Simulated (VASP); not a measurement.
# ZnS (I-4m2) in VASP: a series of runs

ZnS is run at these levels: PBE; tasks: single point.

All numbers are computed with VASP 6.6.1; they aren't measurements. Logs are shortened: lines on timing, memory, paths and dates and some standing lists are left out, and cuts for length are marked.

### 1 The cell of the first run

It takes space group I-4m2 (No. 119, tetragonal). The conventional cell has a = 3.825 Å, b = 3.825 Å, c = 5.815 Å, α = 90.00°, β = 90.00°, γ = 90.00°. Within 3.2 Å of Zn (site symmetry -4m2) lie 4 S at 2.40 Å. S (site symmetry -4m2) has 4 Zn at 2.40 Å within 3.2 Å.

### 2 Single point, PBE (strain +0.0750 x Voigt [1, 0, 0, 0, 0, 0])

INCAR reads:

```
SYSTEM = ZnS
ALGO = Normal ; EDIFF = 1E-6
ENCUT = 520 ; GGA = PE
ISIF = 2 ; ISMEAR = 0
LASPH = .True. ; LCHARG = .False.
LREAL = .False. ; LWAVE = .False.
NBANDS = 16 ; NELM = 100
PREC = Accurate ; SIGMA = 0.05
```

KPOINTS reads:

```
k-points
0
Gamma
  10 10 10
  0 0 0
```

POSCAR reads:

```
ZnS
1.0
    0.0000000000      2.7046500000      2.7046500000
    2.9074987500      0.0000000000      2.7046500000
    2.9074987500      2.7046500000      0.0000000000
Zn S
1 1
Direct
    0.0000000000      0.0000000000      0.0000000000
    0.7500000000      0.7500000000      0.7500000000
```

Potentials or basis: VASP PAW PBE potentials, release 64 (Zn, S).

On the command line:

```console
$ cat potpaw_PBE.64/Zn/POTCAR potpaw_PBE.64/S/POTCAR > POTCAR
$ mpirun -np 1 vasp_std > vasp.out
```

OUTCAR:

```text
SYSTEM = ZnS
   EDIFF = 1E-6
   ENCUT = 520
   GGA = PE
   ISIF = 2
   ISMEAR = 0
   LASPH = .True.
   LREAL = .False.
   NELM = 100
   PREC = Accurate

 ion  position               nearest neighbor table
   1  0.000  0.000  0.000-   2 2.40   2 2.40   2 2.40   2 2.40
   2  0.750  0.750  0.750-   1 2.40   1 2.40   1 2.40   1 2.40

  LATTYP: Found a body centered tetragonal cell.
 ALAT       =     3.8249527115
 C/A-ratio  =     1.5202795796

  Lattice vectors:

 A1 = (   2.9074987500,   0.0000000000,   2.7046500000)
 A2 = (   2.9074987500,   0.0000000000,  -2.7046500000)
 A3 = (  -2.9074987500,   2.7046500000,   0.0000000000)

Analysis of symmetry for initial positions (statically):
=====================================================================
 Subroutine PRICEL returns:
 Original cell was already a primitive cell.

 Routine SETGRP: Setting up the symmetry group for a
 body centered tetragonal supercell.

 Subroutine GETGRP returns: Found  8 space group operations
 (whereof  8 operations were pure point group operations)
 out of a pool of 16 trial point group operations.

The static configuration has the point symmetry D_2d.

Analysis of symmetry for dynamics (positions and initial velocities):
=====================================================================
 Subroutine PRICEL returns:
 Original cell was already a primitive cell.

 Routine SETGRP: Setting up the symmetry group for a
 body centered tetragonal supercell.

 Subroutine GETGRP returns: Found  8 space group operations
 (whereof  8 operations were pure point group operations)
 out of a pool of 16 trial point group operations.

The dynamic configuration has the point symmetry D_2d.

 Subroutine INISYM returns: Found  8 space group operations
 (whereof  8 operations are pure point group operations),
 and found     1 'primitive' translations

----------------------------------------------------------------------------------------

                                     Primitive cell

  volume of cell :      42.5375

  direct lattice vectors                    reciprocal lattice vectors
     0.000000000  2.704650000  2.704650000    -0.171969120  0.184866803  0.184866803
     2.907498750  0.000000000  2.704650000     0.171969120 -0.184866803  0.184866803
     2.907498750  2.704650000  0.000000000     0.171969120  0.184866803 -0.184866803

  length of vectors
     3.824952711  3.970979804  3.970979804     0.312929462  0.312929462  0.312929462

  position of ions in fractional coordinates (direct lattice)
     0.000000000  0.000000000  0.000000000
     0.750000000  0.750000000  0.750000000

  ion indices of the primitive-cell ions
   primitive index   ion index
                 1           1
                 2           2

----------------------------------------------------------------------------------------

 KPOINTS: k-points

Automatic generation of k-mesh.
 Grid dimensions read from file:
 generate k-points for:   10   10   10

 Generating k-lattice:

  Cartesian coordinates                     Fractional coordinates (reciprocal lattice)
    -0.017196912  0.018486680  0.018486680     0.100000000  0.000000000  0.000000000
     0.017196912 -0.018486680  0.018486680     0.000000000  0.100000000  0.000000000
     0.017196912  0.018486680 -0.018486680     0.000000000  0.000000000  0.100000000

  Length of vectors
     0.031292946  0.031292946  0.031292946

  Shift w.r.t. Gamma in fractional coordinates (k-lattice)
     0.000000000  0.000000000  0.000000000

 Subroutine IBZKPT returns following result:
 ===========================================

 Found    102 irreducible k-points:

 Following reciprocal coordinates:
            Coordinates               Weight
  0.000000  0.000000  0.000000      1.000000
  0.100000  0.000000  0.000000      8.000000
  0.200000  0.000000  0.000000      8.000000
  0.300000  0.000000  0.000000      8.000000
  0.400000  0.000000  0.000000      8.000000
  0.500000  0.000000  0.000000      4.000000
[... 16 lines left out ...]
  0.300000  0.300000  0.000000      4.000000
  0.400000  0.300000  0.000000     16.000000
 [... further k-points ...]
   k-points           NKPTS =    102   k-points in BZ     NKDIM =    102   number of bands    NBANDS=     16
   number of dos      NEDOS =    301   number of ions     NIONS =      2
   total plane-waves  NPLWV =  25200
   dimension x,y,z NGX =    28 NGY =   30 NGZ =   30
   dimension x,y,z NGXF=    56 NGYF=   60 NGZF=   60
   ions per type =               1   1
   NGX,Y,Z   is equivalent  to a cutoff of  12.17, 12.56, 12.56 a.u.
   NGXF,Y,Z  is equivalent  to a cutoff of  24.34, 25.12, 25.12 a.u.
 SYSTEM =  ZnS
   PREC   = accura    normal or accurate (medium, high low for compatibility)
   ISTART =      0    job   : 0-new  1-cont  2-samecut
   ICHARG =      2    charge: 1-file 2-atom 10-const
   ISPIN  =      1    spin polarized calculation?
   LNONCOLLINEAR =      F non collinear calculations
   LSORBIT =      F    spin-orbit coupling
   LASPH  =      T    aspherical Exc in radial PAW
   ENCUT  =  520.0 eV  38.22 Ry    6.18 a.u.   7.11  7.38  7.38*2*pi/ulx,y,z
   NELM   =    100;   NELMIN=  2; NELMDL= -5     # of ELM steps
   EDIFF  = 0.1E-05   stopping-criterion for ELM
   LREAL  =      F    real-space projection
   EDIFFG = 0.1E-04   stopping-criterion for IOM
   NSW    =      0    number of steps for IOM
   IBRION =     -1    ionic relax: 0-MD 1-quasi-New 2-CG
   NFREE  =      0    steps in history (QN), initial steepest desc. (CG)
   ISIF   =      2    stress and relaxation
   ISYM   =      2    0-nonsym 1-usesym 2-fastsym
   POTIM  = 0.5000    time-step for ionic-motion
   TEBEG  =    0.0;   TEEND  =   0.0 temperature during run
   PSTRESS=    0.0 pullay stress
   NELECT =      18.0000    total number of electrons
   NUPDOWN=      -1.0000    fix difference up-down
   EMIN   =  10.00;   EMAX   =-10.00  energy-range for DOS
   EFERMI =   0.00;   METHOD = LEGACY
   ISMEAR =     0;   SIGMA  =   0.05  broadening in eV -4-tet -1-fermi 0-gaus
   EFERMI_NEDOS =   21; number of points for ismear=-14 and -15
   IALGO  =     38    algorithm
   IMIX   =      4    mixing-type and parameters
     AMIX     =   0.40;   BMIX     =  1.00
     AMIX_MAG =   1.60;   BMIX_MAG =  1.00
  volume/ion in A,a.u.               =      21.27       143.53
  Fermi-wavevector in a.u.,A,eV,Ry     =   1.229066  2.322597 20.552995  1.510603
  Thomas-Fermi vector in A             =   2.363967
   LORBIT       =      0    0 simple, 1 ext, 2 COOP (PROOUT), +10 PAW based schemes
   GGA     = PE    functional components
   LHFCALC =     F    Hartree Fock is set to
   AEXX    =    0.0000 exact exchange contribution
   IVDW    =     0    specifies the selected vdW correction
   LEPSILON=     F    determine dielectric tensor
   LRPA    =     F    only Hartree local field effects (RPA)
 non-spin polarized calculation
 Gauss-broadening in eV      SIGMA  =   0.05
  energy-cutoff  :      520.00
  volume of cell :       42.54
 maximum number of plane-waves:      1159
   NGX = 15   NGY = 15   NGZ = 15

 number of electron      17.9999990 magnetization

 Free energy of the ion-electron system (eV)
  ---------------------------------------------------
  ext. energy  EPLUGINS =         0.00000000
  ---------------------------------------------------
  free energy    TOTEN  =        -6.80997142 eV

  energy without entropy =       -6.80997142  energy(sigma->0) =       -6.80997142

 E-fermi :   1.7739     XC(G=0):  -9.2857

 val. band max:        1.5221727257   @ k =   0.0000   0.0000   0.0000
 cond. band min:       3.2004782272   @ k =   0.0000   0.0000   0.0000
 fundamental gap:      1.6783055015
 Fermi energy:         1.7738679307

 k-point     1 :       0.0000    0.0000    0.0000
  band No.  band energies     occupation
      1     -11.1991      2.00000
      2      -4.6599      2.00000
      3      -4.6172      2.00000
      4      -4.6172      2.00000
      5      -4.2318      2.00000
      6      -4.2199      2.00000
[... 8 lines left out ...]
     15      13.0126      0.00000
     16      13.6956      0.00000

 k-point     2 :       0.1000    0.0000    0.0000
  band No.  band energies     occupation
      1     -11.1328      2.00000
      2      -4.6515      2.00000
      3      -4.6117      2.00000
      4      -4.6051      2.00000
      5      -4.2313      2.00000
      6      -4.2220      2.00000
[... 8 lines left out ...]
     15      13.1883      0.00000
     16      13.5185      0.00000

 k-point     3 :       0.2000    0.0000    0.0000
  band No.  band energies     occupation
      1     -10.9509      2.00000
      2      -4.6254      2.00000
      3      -4.5864      2.00000
      4      -4.5748      2.00000
      5      -4.2264      2.00000
      6      -4.2256      2.00000
[... 8 lines left out ...]
     15      12.6099      0.00000
     16      13.8426      0.00000

 k-point     4 :       0.3000    0.0000    0.0000
  band No.  band energies     occupation
      1     -10.7063      2.00000
      2      -4.5878      2.00000
      3      -4.5412      2.00000
      4      -4.5058      2.00000
      5      -4.2246      2.00000
      6      -4.2121      2.00000
[... 8 lines left out ...]
     15      12.7033      0.00000
     16      13.4189      0.00000
[... 324 lines left out ...]
 k-point    22 :      -0.2000    0.2000   -0.0000
  band No.  band energies     occupation
      1     -10.6304      2.00000
      2      -4.5636      2.00000
      3      -4.5193      2.00000
      4      -4.4936      2.00000
      5      -4.2377      2.00000
      6      -4.2048      2.00000
[... 8 lines left out ...]
     15      13.8543      0.00000
     16      15.5560      0.00000

 k-point    23 :       0.3000    0.3000    0.0000
  band No.  band energies     occupation
      1     -10.5162      2.00000
      2      -4.6330      2.00000
      3      -4.5030      2.00000
      4      -4.4443      2.00000
      5      -4.2378      2.00000
      6      -4.1788      2.00000
[... 8 lines left out ...]
     15      13.8002      0.00000
     16      17.7006      0.00000

 k-point    24 :       0.4000    0.3000    0.0000
  band No.  band energies     occupation
      1     -10.3418      2.00000
      2      -4.6020      2.00000
      3      -4.4624      2.00000
      4      -4.4014      2.00000
      5      -4.1997      2.00000
      6      -4.1538      2.00000
[... 8 lines left out ...]
     15      14.3805      0.00000
     16      16.6732      0.00000

 [... further k-points ...]
[... 5 lines left out ...]
  --------------------------------------------------------------------------------------
  -------------------------------------------------------------------------------------
  Total       -1.4725832     -0.5694393     -0.5694393      0.0000000      0.0000000      0.0000000
  in kB      -55.4649669    -21.4479778    -21.4479778      0.0000000      0.0000000      0.0000000
  external PRESSURE =     -32.7869742 kB  Pullay stress =       0.0000000 kB

 VOLUME and BASIS-vectors are now :
 -----------------------------------------------------------------------------
  energy-cutoff  :      520.00
  volume of cell :       42.54
      direct lattice vectors                 reciprocal lattice vectors
     0.000000000  2.704650000  2.704650000    -0.171969120  0.184866803  0.184866803
     2.907498750  0.000000000  2.704650000     0.171969120 -0.184866803  0.184866803
     2.907498750  2.704650000  0.000000000     0.171969120  0.184866803 -0.184866803

 POSITION                                       TOTAL-FORCE (eV/Angst)
 -----------------------------------------------------------------------------------
      0.00000      0.00000      0.00000        -0.000000     -0.000000      0.000000
      4.36125      4.05697      4.05697         0.000000      0.000000     -0.000000
 -----------------------------------------------------------------------------------
    total drift:                               -0.000001      0.000009      0.000009

  FREE ENERGIE OF THE ION-ELECTRON SYSTEM (eV)
  ---------------------------------------------------
  free  energy   TOTEN  =        -6.8099714225 eV

  energy  without entropy=       -6.8099714225  energy(sigma->0) =       -6.80997142
```

It took 46 s on 1 thread of Intel Xeon Platinum 8488C (Sapphire Rapids), shared host; peak memory 0.2 GiB.

Results:

- Free energy: -6.8100 eV
- Pressure: -3.3 GPa
- Band gap on the k mesh: 1.68 eV, direct

Caveat: the cell differs from its parent crystal (strain +0.0750 x Voigt [1, 0, 0, 0, 0, 0]).

### 3 Single point, PBE (strain +0.0875 x Voigt [1, 0, 0, 0, 0, 0])

INCAR reads:

```
SYSTEM = ZnS
  PREC = Accurate
  ENCUT = 520
  EDIFF = 1E-6
  ISMEAR = 0
  SIGMA = 0.05
  LREAL = .False.
  LASPH = .True.
  NELM = 100
  ALGO = Normal
  ISIF = 2
  LWAVE = .False.
  LCHARG = .True.
  GGA = PE
  LELF = .True.
  LVHAR = .True.
  NBANDS = 16
```

KPOINTS reads:

```
Automatic mesh
0
Gamma
  10 10 10
  0 0 0
```

POSCAR reads:

```
ZnS
1.0
    0.0000000000      2.7046500000      2.7046500000
    2.9413068750      0.0000000000      2.7046500000
    2.9413068750      2.7046500000      0.0000000000
Zn S
1 1
Direct
    0.0000000000      0.0000000000      0.0000000000
    0.7500000000      0.7500000000      0.7500000000
```

Potentials or basis: VASP PAW PBE potentials, release 64 (Zn, S).

On the command line:

```console
$ cat potpaw_PBE.64/Zn/POTCAR potpaw_PBE.64/S/POTCAR > POTCAR
$ mpirun -np 1 vasp_std > vasp.out
```

Run time: 54 s. Hardware: 1 thread of Intel Xeon Platinum 8488C (Sapphire Rapids), shared host; peak memory 0.21 GiB.

The run converged. Its results:

- Free energy: -6.7913 eV
- Pressure: -3.9 GPa
- Band gap on the k mesh: 1.61 eV, direct

Stress tensor (GPa, compression positive):
```
-6.60  0.00  0.00
 0.00 -2.58  0.00
 0.00  0.00 -2.58
```

Levels at points of the mesh, in eV from the valence-band top:
| k point | band 6 | band 7 | band 8 | band 9 | band 10 | band 11 | band 12 | band 13 |
| --- | --- | --- | --- | --- | --- | --- | --- | --- |
| (0.00, 0.00, 0.00) | -5.73 | -0.32 | 0.00 | 0.00 | 1.61 | 6.38 | 6.38 | 6.39 |
| (0.50, 0.00, 0.00) | -5.57 | -4.82 | -1.06 | -0.62 | 2.94 | 6.65 | 7.21 | 8.44 |
| (0.50, 0.50, 0.00) | -5.52 | -4.15 | -2.20 | -2.06 | 3.38 | 3.71 | 10.51 | 10.70 |
| (0.00, 0.50, 0.50) | -5.63 | -4.63 | -1.73 | -1.73 | 3.77 | 4.45 | 9.71 | 11.36 |

Caveat: the cell differs from its parent crystal (strain +0.0875 x Voigt [1, 0, 0, 0, 0, 0]).

### 4 Single point, PBE (strain +0.1000 x Voigt [1, 0, 0, 0, 0, 0])

INCAR reads:

```
SYSTEM = ZnS
  PREC = Accurate
  ENCUT = 520
  EDIFF = 1E-7
  ISMEAR = 0
  SIGMA = 0.05
  LREAL = .FALSE.
  LASPH = .TRUE.
  NELM = 60
  ALGO = Normal
  ISIF = 2
  LWAVE = .FALSE.
  LCHARG = .FALSE.
  GGA = PE
  NBANDS = 16
```

KPOINTS reads:

```
regular mesh
0
G
  10 10 10
  0 0 0
```

POSCAR reads:

```
ZnS
1.0
    0.0000000000      2.7046500000      2.7046500000
    2.9751150000      0.0000000000      2.7046500000
    2.9751150000      2.7046500000      0.0000000000
Zn S
1 1
Direct
    0.0000000000      0.0000000000      0.0000000000
    0.7500000000      0.7500000000      0.7500000000
```

On the command line:

```console
$ cat potpaw_PBE.64/Zn/POTCAR potpaw_PBE.64/S/POTCAR > POTCAR
$ mpirun -np 1 vasp_std > vasp.out
```

It took 45 s on 1 thread of Intel Xeon Platinum 8488C (Sapphire Rapids), shared host; peak memory 0.21 GiB.

The run converged. Its results:

| Item | Value |
| --- | --- |
| Free energy | -6.7695 eV |
| Pressure | -4.5 GPa |
| Band gap on the k mesh | 1.53 eV, direct |

Stress tensor (GPa, compression positive):
```
-7.59  0.00  0.00
 0.00 -2.95  0.00
 0.00  0.00 -2.95
```

Levels at points of the mesh, in eV from the valence-band top:
| k point | band 6 | band 7 | band 8 | band 9 | band 10 | band 11 | band 12 | band 13 |
| --- | --- | --- | --- | --- | --- | --- | --- | --- |
| (0.00, 0.00, 0.00) | -5.73 | -0.37 | 0.00 | 0.00 | 1.53 | 6.37 | 6.37 | 6.40 |
| (0.50, 0.00, 0.00) | -5.57 | -4.76 | -1.09 | -0.59 | 2.88 | 6.63 | 7.24 | 8.37 |
| (0.50, 0.50, 0.00) | -5.52 | -4.09 | -2.19 | -2.04 | 3.37 | 3.65 | 10.44 | 10.52 |
| (0.00, 0.50, 0.50) | -5.64 | -4.64 | -1.67 | -1.67 | 3.81 | 4.49 | 9.56 | 11.27 |

Caveat: the cell differs from its parent crystal (strain +0.1000 x Voigt [1, 0, 0, 0, 0, 0]).

### 5 Overview

```csv
cell,gap on the mesh (eV),pressure (GPa)
"a = 3.825, b = 3.971, c = 3.971 Å, angles 57.6, 61.2, 61.2°, 2 atoms",1.68,-3.3
"a = 3.825, b = 3.996, c = 3.996 Å, angles 57.2, 61.4, 61.4°, 2 atoms",1.61,-3.9
"a = 3.825, b = 4.021, c = 4.021 Å, angles 56.8, 61.6, 61.6°, 2 atoms",1.53,-4.5
```

Alike in all rows: task single point; level PBE; potentials or basis VASP PAW PBE potentials, release 64 (Zn, S); no spin polarisation; k mesh 10 × 10 × 10; cutoff (eV) 520; smearing gaussian 0.05 eV.

Absolute energies hang on the potentials; compare differences alone.
